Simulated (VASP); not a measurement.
# MnO (P6_3mc) in VASP: further runs

MnO is run at these levels: LDA; tasks: single point.

All numbers are computed with VASP 6.6.1; they aren't measurements. Logs are shortened: lines on timing, memory, paths and dates and some standing lists are left out, and cuts for length are marked.

## 1. The cell of the first run

The structure is hexagonal, space group P6_3mc (No. 186). The conventional cell has a = 3.372 Å, b = 3.372 Å, c = 5.386 Å, α = 90.00°, β = 90.00°, γ = 120.00°. Within 2.6 Å of Mn (site symmetry 3m) lie 4 O at 1.96 to 2.08 Å. Within 2.6 Å of O (site symmetry 3m) lie 4 Mn at 1.96 to 2.08 Å.

## 2. Single point, LDA, collinear spin, antiferromagnetic start

Contents of INCAR:

```
SYSTEM = MnO
ALGO = Normal ; EDIFF = 1E-6
ENCUT = 520 ; ISIF = 2
ISMEAR = 1 ; ISPIN = 2
LASPH = .True. ; LCHARG = .False.
LMAXMIX = 4 ; LORBIT = 11
LREAL = .False. ; LWAVE = .False.
MAGMOM = 2.8 -2.8 0 0 ; NBANDS = 31
NELM = 150 ; PREC = Accurate
SIGMA = 0.05
```

Contents of KPOINTS:

```
k-points
0
Gamma
  8 8 4
  0 0 0
```

Contents of POSCAR:

```
MnO
1.0
    3.3717000000      0.0000000000      0.0000000000
   -1.6858500000      2.9199780000      0.0000000000
    0.0000000000      0.0000000000      5.3855000000
Mn O
2 2
Direct
    0.3333330000      0.6666670000      0.0109600000
    0.6666670000      0.3333330000      0.5109600000
    0.3333330000      0.6666670000      0.3754700000
    0.6666670000      0.3333330000      0.8754700000
```

Potentials or basis: VASP PAW LDA potentials, release 64 (Mn_pv, O).

The run is started by

```sh
$ cat potpaw_LDA.64/Mn_pv/POTCAR potpaw_LDA.64/O/POTCAR > POTCAR
$ mpirun -np 1 vasp_std > vasp.out
```

OUTCAR:

```text
SYSTEM = MnO
   EDIFF = 1E-6
   ENCUT = 520
   ISIF = 2
   ISMEAR = 1
   ISPIN = 2
   LASPH = .True.
   LORBIT = 11
   LREAL = .False.
   NELM = 150
   PREC = Accurate

 ion  position               nearest neighbor table
   1  0.333  0.667  0.011-   3 1.96   4 2.08   4 2.08   4 2.08
   2  0.667  0.333  0.511-   4 1.96   3 2.08   3 2.08   3 2.08
   3  0.333  0.667  0.375-   1 1.96   2 2.08   2 2.08   2 2.08
   4  0.667  0.333  0.875-   2 1.96   1 2.08   1 2.08   1 2.08

  LATTYP: Found a hexagonal cell.
 ALAT       =     3.3717000000
 C/A-ratio  =     1.5972654744

  Lattice vectors:

 A1 = (   3.3717000000,   0.0000000000,   0.0000000000)
 A2 = (  -1.6858500000,   2.9199780000,   0.0000000000)
 A3 = (   0.0000000000,   0.0000000000,   5.3855000000)

Analysis of symmetry for initial positions (statically):
=====================================================================
 Subroutine PRICEL returns:
 Original cell was already a primitive cell.

 Routine SETGRP: Setting up the symmetry group for a
 hexagonal supercell.

 Subroutine GETGRP returns: Found 12 space group operations
 (whereof  6 operations were pure point group operations)
 out of a pool of 24 trial point group operations.

The static configuration has the point symmetry C_3v.
 The point group associated with its full space group is C_6v.

Analysis of symmetry for dynamics (positions and initial velocities):
=====================================================================
 Subroutine PRICEL returns:
 Original cell was already a primitive cell.

 Routine SETGRP: Setting up the symmetry group for a
 hexagonal supercell.

 Subroutine GETGRP returns: Found 12 space group operations
 (whereof  6 operations were pure point group operations)
 out of a pool of 24 trial point group operations.

The dynamic configuration has the point symmetry C_3v.
 The point group associated with its full space group is C_6v.

Analysis of structural, dynamic, and magnetic symmetry:
=====================================================================
 Subroutine PRICEL returns:
 Original cell was already a primitive cell.

 Routine SETGRP: Setting up the symmetry group for a
 hexagonal supercell.

 Subroutine GETGRP returns: Found 12 space group operations
 (whereof  6 operations were pure point group operations)
 out of a pool of 24 trial point group operations.

The overall configuration has the point symmetry C_3v.
 The point group associated with its full space group is C_6v.

 Subroutine INISYM returns: Found 12 space group operations
 (whereof  6 operations are pure point group operations),
 and found     1 'primitive' translations

----------------------------------------------------------------------------------------

                                     Primitive cell

  volume of cell :      53.0218

  direct lattice vectors                    reciprocal lattice vectors
     3.371700000  0.000000000  0.000000000     0.296586292  0.171234167  0.000000000
    -1.685850000  2.919978000  0.000000000     0.000000000  0.342468334  0.000000000
     0.000000000  0.000000000  5.385500000     0.000000000  0.000000000  0.185683781

  length of vectors
     3.371700000  3.371700126  5.385500000     0.342468347  0.342468334  0.185683781

  position of ions in fractional coordinates (direct lattice)
     0.333333000  0.666667000  0.010960000
     0.666667000  0.333333000  0.510960000
     0.333333000  0.666667000  0.375470000
     0.666667000  0.333333000  0.875470000

  ion indices of the primitive-cell ions
   primitive index   ion index
                 1           1
                 2           2
                 3           3
                 4           4

----------------------------------------------------------------------------------------

 KPOINTS: k-points

Automatic generation of k-mesh.
 Grid dimensions read from file:
 generate k-points for:    8    8    4

 Generating k-lattice:

  Cartesian coordinates                     Fractional coordinates (reciprocal lattice)
     0.037073286  0.021404271  0.000000000     0.125000000  0.000000000  0.000000000
     0.000000000  0.042808542  0.000000000     0.000000000  0.125000000  0.000000000
     0.000000000  0.000000000  0.046420945     0.000000000  0.000000000  0.250000000

  Length of vectors
     0.042808543  0.042808542  0.046420945

  Shift w.r.t. Gamma in fractional coordinates (k-lattice)
     0.000000000  0.000000000  0.000000000

 Subroutine IBZKPT returns following result:
 ===========================================

 Found     30 irreducible k-points:

 Following reciprocal coordinates:
            Coordinates               Weight
  0.000000  0.000000  0.000000      1.000000
  0.125000  0.000000  0.000000      6.000000
  0.250000  0.000000  0.000000      6.000000
  0.375000 -0.000000  0.000000      6.000000
  0.500000  0.000000  0.000000      3.000000
  0.125000  0.125000  0.000000      6.000000
[... 16 lines left out ...]
  0.250000  0.000000  0.500000      6.000000
  0.375000 -0.000000  0.500000      6.000000
 [... further k-points ...]
   k-points           NKPTS =     30   k-points in BZ     NKDIM =     30   number of bands    NBANDS=     31
   number of dos      NEDOS =    301   number of ions     NIONS =      4
   total plane-waves  NPLWV =  31360
   dimension x,y,z NGX =    28 NGY =   28 NGZ =   40
   dimension x,y,z NGXF=    56 NGYF=   56 NGZF=   80
   ions per type =               2   2
   NGX,Y,Z   is equivalent  to a cutoff of  13.81, 13.81, 12.35 a.u.
   NGXF,Y,Z  is equivalent  to a cutoff of  27.61, 27.61, 24.70 a.u.
 SYSTEM =  MnO
   PREC   = accura    normal or accurate (medium, high low for compatibility)
   ISTART =      0    job   : 0-new  1-cont  2-samecut
   ICHARG =      2    charge: 1-file 2-atom 10-const
   ISPIN  =      2    spin polarized calculation?
   LNONCOLLINEAR =      F non collinear calculations
   LSORBIT =      F    spin-orbit coupling
   LASPH  =      T    aspherical Exc in radial PAW
   ENCUT  =  520.0 eV  38.22 Ry    6.18 a.u.   6.27  6.27 10.01*2*pi/ulx,y,z
   NELM   =    150;   NELMIN=  2; NELMDL= -5     # of ELM steps
   EDIFF  = 0.1E-05   stopping-criterion for ELM
   LREAL  =      F    real-space projection
   EDIFFG = 0.1E-04   stopping-criterion for IOM
   NSW    =      0    number of steps for IOM
   IBRION =     -1    ionic relax: 0-MD 1-quasi-New 2-CG
   NFREE  =      0    steps in history (QN), initial steepest desc. (CG)
   ISIF   =      2    stress and relaxation
   ISYM   =      2    0-nonsym 1-usesym 2-fastsym
   POTIM  = 0.5000    time-step for ionic-motion
   TEBEG  =    0.0;   TEEND  =   0.0 temperature during run
   PSTRESS=    0.0 pullay stress
   NELECT =      38.0000    total number of electrons
   NUPDOWN=      -1.0000    fix difference up-down
   EMIN   =  10.00;   EMAX   =-10.00  energy-range for DOS
   EFERMI =   0.00;   METHOD = LEGACY
   ISMEAR =     1;   SIGMA  =   0.05  broadening in eV -4-tet -1-fermi 0-gaus
   EFERMI_NEDOS =   21; number of points for ismear=-14 and -15
   IALGO  =     38    algorithm
   IMIX   =      4    mixing-type and parameters
     AMIX     =   0.40;   BMIX     =  1.00
     AMIX_MAG =   1.60;   BMIX_MAG =  1.00
  volume/ion in A,a.u.               =      13.26        89.45
  Fermi-wavevector in a.u.,A,eV,Ry     =   1.465046  2.768535 29.202987  2.146359
  Thomas-Fermi vector in A             =   2.580949
   LORBIT       =     11    0 simple, 1 ext, 2 COOP (PROOUT), +10 PAW based schemes
   GGA     = CA    functional components
   LHFCALC =     F    Hartree Fock is set to
   AEXX    =    0.0000 exact exchange contribution
   IVDW    =     0    specifies the selected vdW correction
   LEPSILON=     F    determine dielectric tensor
   LRPA    =     F    only Hartree local field effects (RPA)
 spin polarized calculation
 Methfessel and Paxton  Order N= 1 SIGMA  =   0.05
  energy-cutoff  :      520.00
  volume of cell :       53.02
 maximum number of plane-waves:      1448
 NGX is ok and might be reduce to    28
   NGX = 13   NGY = 13   NGZ = 21

 number of electron      38.0000000 magnetization       0.0000000

 number of electron      38.0000000 magnetization      -0.0000000

 Free energy of the ion-electron system (eV)
  ---------------------------------------------------
  ext. energy  EPLUGINS =         0.00000000
  ---------------------------------------------------
  free energy    TOTEN  =       -35.49999224 eV

  energy without entropy =      -35.50020671  energy(sigma->0) =      -35.50006373

 E-fermi :   4.9407     XC(G=0): -11.1419

 val. band max:        4.9036825029   @ k =   0.0000   0.0000   0.2500
 cond. band min:       4.9496258386   @ k =   0.0000   0.0000   0.5000
 fundamental gap:      0.0459433357
 Fermi energy:         4.9406603467

 spin component 1

 k-point     1 :       0.0000    0.0000    0.0000
  band No.  band energies     occupation
      1     -44.3966      1.00000
      2     -44.3966      1.00000
      3     -44.3627      1.00000
      4     -40.3284      1.00000
      5     -40.2879      1.00000
      6     -40.2879      1.00000
[... 23 lines left out ...]
     30      18.1291      0.00000
     31      18.8403      0.00000

 k-point     2 :       0.1250    0.0000    0.0000
  band No.  band energies     occupation
      1     -44.4001      1.00000
      2     -44.3974      1.00000
      3     -44.3622      1.00000
      4     -40.3279      1.00000
      5     -40.2925      1.00000
      6     -40.2890      1.00000
[... 23 lines left out ...]
     30      17.7676      0.00000
     31      19.1753      0.00000

 k-point     3 :       0.2500    0.0000    0.0000
  band No.  band energies     occupation
      1     -44.4086      1.00000
      2     -44.3995      1.00000
      3     -44.3612      1.00000
      4     -40.3266      1.00000
      5     -40.3038      1.00000
      6     -40.2916      1.00000
[... 703 lines left out ...]
     30      16.2974      0.00000
     31      17.2170      0.00000

 k-point    24 :       0.3750   -0.0000    0.5000
  band No.  band energies     occupation
      1     -44.4171      1.00000
      2     -44.4015      1.00000
      3     -44.3602      1.00000
      4     -40.3253      1.00000
      5     -40.3150      1.00000
      6     -40.2943      1.00000
[... 23 lines left out ...]
     30      16.7287      0.00000
     31      17.0772      0.00000

 [... further k-points ...]

 spin component 2

 k-point     1 :       0.0000    0.0000    0.0000
  band No.  band energies     occupation
      1     -44.3965      1.00000
      2     -44.3965      1.00000
      3     -44.3626      1.00000
      4     -40.3285      1.00000
      5     -40.2879      1.00000
      6     -40.2879      1.00000
[... 23 lines left out ...]
     30      18.1291      0.00000
     31      18.8403      0.00000

 k-point     2 :       0.1250    0.0000    0.0000
  band No.  band energies     occupation
      1     -44.4001      1.00000
      2     -44.3974      1.00000
      3     -44.3622      1.00000
      4     -40.3279      1.00000
      5     -40.2926      1.00000
      6     -40.2890      1.00000
[... 23 lines left out ...]
     30      17.7676      0.00000
     31      19.1753      0.00000

 k-point     3 :       0.2500    0.0000    0.0000
  band No.  band energies     occupation
      1     -44.4086      1.00000
      2     -44.3994      1.00000
      3     -44.3611      1.00000
      4     -40.3266      1.00000
      5     -40.3038      1.00000
      6     -40.2917      1.00000
[... 703 lines left out ...]
     30      16.2974      0.00000
     31      17.2170      0.00000

 k-point    24 :       0.3750   -0.0000    0.5000
  band No.  band energies     occupation
      1     -44.4171      1.00000
      2     -44.4015      1.00000
      3     -44.3601      1.00000
      4     -40.3254      1.00000
      5     -40.3150      1.00000
      6     -40.2944      1.00000
[... 23 lines left out ...]
     30      16.7287      0.00000
     31      17.0772      0.00000

 [... further k-points ...]

------------------------ aborting loop because EDIFF is reached ----------------------------------------

  FORCE on cell =-STRESS in cart. coord.  units (eV):
  Direction    XX          YY          ZZ          XY          YZ          ZX
  --------------------------------------------------------------------------------------
  -------------------------------------------------------------------------------------
  Total       -3.6123898     -3.6123902     -4.2173124      0.0000000      0.0000000      0.0000000
  in kB     -109.1567652   -109.1567761   -127.4359095      0.0000000      0.0000000      0.0000000
  external PRESSURE =    -115.2498169 kB  Pullay stress =       0.0000000 kB

 VOLUME and BASIS-vectors are now :
 -----------------------------------------------------------------------------
  energy-cutoff  :      520.00
  volume of cell :       53.02
      direct lattice vectors                 reciprocal lattice vectors
     3.371700000  0.000000000  0.000000000     0.296586292  0.171234167  0.000000000
    -1.685850000  2.919978000  0.000000000     0.000000000  0.342468334  0.000000000
     0.000000000  0.000000000  5.385500000     0.000000000  0.000000000  0.185683781

 POSITION                                       TOTAL-FORCE (eV/Angst)
 -----------------------------------------------------------------------------------
     -0.00000      1.94665      0.05903         0.000000     -0.000000      0.103782
      1.68585      0.97333      2.75178        -0.000000      0.000000      0.103782
     -0.00000      1.94665      2.02209         0.000000     -0.000000     -0.103782
      1.68585      0.97333      4.71484        -0.000000      0.000000     -0.103782
 -----------------------------------------------------------------------------------
    total drift:                               -0.002509      0.001448      0.001593

  FREE ENERGIE OF THE ION-ELECTRON SYSTEM (eV)
  ---------------------------------------------------
  free  energy   TOTEN  =       -35.4999922410 eV

  energy  without entropy=      -35.5002067050  energy(sigma->0) =      -35.50006373

 total charge

# of ion       s       p       d       tot
------------------------------------------
    1        0.239   6.223   4.997  11.459
    2        0.239   6.223   4.997  11.459
    3        1.541   3.419   0.000   4.960
    4        1.541   3.419   0.000   4.960
--------------------------------------------------
tot          3.561  19.284   9.994  32.838

 magnetization (x)

# of ion       s       p       d       tot
------------------------------------------
    1        0.019   0.043   4.061   4.123
    2       -0.019  -0.043  -4.061  -4.123
    3       -0.009  -0.074   0.000  -0.084
    4        0.009   0.074   0.000   0.084
--------------------------------------------------
tot         -0.000   0.000   0.000  -0.000
```

Wall time 1.9 min (1 thread of Intel Xeon Platinum 8488C (Sapphire Rapids), shared host); peak memory 0.2 GiB.

Results:

| Item | Value |
| --- | --- |
| Free energy | -35.5000 eV |
| Pressure | -11.5 GPa |
| Largest force | 0.104 eV/Å |
| Band gap on the k mesh | zero (filled and empty bands overlap) |
| Net moment | 0.00 μB per cell |
| Site moments | Mn +4.12, -4.12; O -0.08, +0.08 μB |
| Valence electrons inside the program's atomic spheres | Mn 11.46; O 4.96 |

Forces in eV/Å, atoms in the order of the input:
```
Mn   0.000  0.000  0.104
Mn   0.000  0.000  0.104
O    0.000  0.000 -0.104
O    0.000  0.000 -0.104
```

Levels at points of the mesh, in eV from the Fermi level:
Spin up:
```csv
k point,band 15,band 16,band 17,band 18,band 19,band 20,band 21,band 22,band 23,band 24
"(0.00, 0.00, 0.00)",-1.92,-1.92,-0.84,-0.29,-0.08,-0.08,1.73,1.73,2.76,3.20
"(0.50, 0.00, 0.00)",-1.83,-1.71,-1.63,-1.45,-0.65,1.24,1.80,1.89,2.21,2.67
"(0.00, 0.00, 0.50)",-1.83,-1.83,-0.54,0.01,0.01,1.56,1.73,1.73,2.05,3.06
"(0.50, 0.00, 0.50)",-1.76,-1.70,-1.55,-0.66,-0.59,1.30,1.63,1.95,2.42,2.61
```
Spin down:
| k point | band 16 | band 17 | band 18 | band 19 | band 20 | band 21 | band 22 | band 23 |
| --- | --- | --- | --- | --- | --- | --- | --- | --- |
| (0.00, 0.00, 0.00) | -1.92 | -0.84 | -0.29 | -0.08 | -0.08 | 1.73 | 1.73 | 2.76 |
| (0.50, 0.00, 0.00) | -1.71 | -1.63 | -1.45 | -0.65 | 1.24 | 1.80 | 1.89 | 2.21 |
| (0.00, 0.00, 0.50) | -1.83 | -0.54 | 0.01 | 0.01 | 1.56 | 1.73 | 1.73 | 2.05 |
| (0.50, 0.00, 0.50) | -1.70 | -1.55 | -0.66 | -0.59 | 1.30 | 1.63 | 1.95 | 2.42 |

Caveat: semilocal functionals often make such compounds metallic where correlation or magnetic order opens a gap, which also shifts bond lengths.

## 3. Single point, LDA, collinear spin, antiferromagnetic start

Contents of INCAR:

```
PREC = Accurate ; ENCUT = 520
EDIFF = 1E-6 ; ISMEAR = 1
SIGMA = 0.05 ; LREAL = False
LASPH = True ; NELM = 150
ALGO = Normal ; ISIF = 2
LWAVE = False ; LCHARG = False
ISPIN = 2 ; MAGMOM = 2.8 -2.8 0 0
LORBIT = 11 ; LMAXMIX = 4
GGA = CA ; NBANDS = 31
```

Contents of KPOINTS:

```
regular mesh
0
Gamma
  8 8 4
```

POSCAR is that of step 2.

Potentials or basis: VASP PAW LDA potentials, release 64 (Mn_pv, O).

The run is started by

```sh
$ cat potpaw_LDA.64/Mn_pv/POTCAR potpaw_LDA.64/O/POTCAR > POTCAR
$ mpirun -np 1 vasp_std > vasp.out
```

Wall time 2.2 min (1 thread of Intel Xeon Platinum 8488C (Sapphire Rapids), shared host); peak memory 0.2 GiB.

It converged, with:

| Quantity | Value |
| --- | --- |
| Free energy | -35.5000 eV |
| Pressure | -11.5 GPa |
| Largest force | 0.104 eV/Å |
| Band gap on the k mesh | zero (filled and empty bands overlap) |
| Net moment | 0.00 μB per cell |
| Site moments | Mn +4.12, -4.12; O -0.08, +0.08 μB |
| Valence electrons inside the program's atomic spheres | Mn 11.46; O 4.96 |

Forces on the atoms (eV/Å):
```
Mn   0.000  0.000  0.104
Mn   0.000  0.000  0.104
O    0.000  0.000 -0.104
O    0.000  0.000 -0.104
```

Stress tensor (GPa, compression positive):
```
-10.92   0.00   0.00
  0.00 -10.92   0.00
  0.00   0.00 -12.74
```

Levels at points of the mesh, in eV from the Fermi level:
Spin up:
| k point | band 17 | band 18 | band 19 | band 20 | band 21 | band 22 |
| --- | --- | --- | --- | --- | --- | --- |
| (0.00, 0.00, 0.00) | -0.84 | -0.29 | -0.08 | -0.08 | 1.73 | 1.73 |
| (0.50, 0.00, 0.00) | -1.63 | -1.45 | -0.65 | 1.24 | 1.80 | 1.89 |
| (0.00, 0.00, 0.50) | -0.54 | 0.01 | 0.01 | 1.56 | 1.73 | 1.73 |
| (0.50, 0.00, 0.50) | -1.55 | -0.66 | -0.59 | 1.30 | 1.63 | 1.95 |
Spin down:
```csv
k point,band 16,band 17,band 18,band 19,band 20,band 21,band 22,band 23
"(0.00, 0.00, 0.00)",-1.92,-0.84,-0.29,-0.08,-0.08,1.73,1.73,2.76
"(0.50, 0.00, 0.00)",-1.71,-1.63,-1.45,-0.65,1.24,1.80,1.89,2.21
"(0.00, 0.00, 0.50)",-1.83,-0.54,0.01,0.01,1.56,1.73,1.73,2.05
"(0.50, 0.00, 0.50)",-1.70,-1.55,-0.66,-0.59,1.30,1.63,1.95,2.42
```

Caveat: semilocal functionals often make such compounds metallic where correlation or magnetic order opens a gap, which also shifts bond lengths. With open d or f shells a metallic result of LDA can be an artefact of self-interaction; +U or a hybrid may open a gap.
